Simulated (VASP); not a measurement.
Set up this calculation in VASP 6.6.1, as the native input.

```
Task                   : single point
Functional             : PBEsol
Potentials or basis    : VASP PAW PBE potentials, release 64 (Zn, Se)
Cutoff                 : 520 eV
k mesh                 : 6 × 6 × 6
Occupations            : gaussian, width 0.01 eV
Spin                   : no spin polarisation
Dipole correction      : no
Further INCAR settings : ALGO = Normal; EDIFF = 1e-07; NBANDS = 16
```

The structure of ZnSe (Stilleite) lies in POSCAR:

```
ZnSe
1.0
    0.0000000000      2.8338000000      2.8338000000
    2.8338000000      0.0000000000      2.8338000000
    2.8338000000      2.8338000000      0.0000000000
Zn Se
1 1
Direct
    0.0000000000      0.0000000000      0.0000000000
    0.2500000000      0.2500000000      0.2500000000
```

One way to write it, as run:

INCAR

```
  ALGO = Normal
  EDIFF = 1E-7
  ENCUT = 520
  GGA = PS
  ISIF = 2
  ISMEAR = 0
  LASPH = True
  LCHARG = False
  LREAL = False
  LWAVE = False
  NBANDS = 16
  NELM = 100
  PREC = Accurate
  SIGMA = 0.01
```

KPOINTS

```
k-points
0
Gamma
  6 6 6
```

Potentials or basis: VASP PAW PBE potentials, release 64 (Zn, Se).

The run is started by

```console
$ cat potpaw_PBE.64/Zn/POTCAR potpaw_PBE.64/Se/POTCAR > POTCAR
$ mpirun -np 1 vasp_std > vasp.out
```

Results of the run:

```yaml
Pressure: -0.8 GPa
Band_gap_on_the_k_mesh: 1.17 eV, direct
```

Caveat: the PAW data sets were made with another functional, which shifts forces and pressure a little.

It took 15 s on 1 thread of Intel(R) Xeon(R) Platinum 8488C (Sapphire Rapids), with other jobs on the host, peak memory 0.17 GiB.
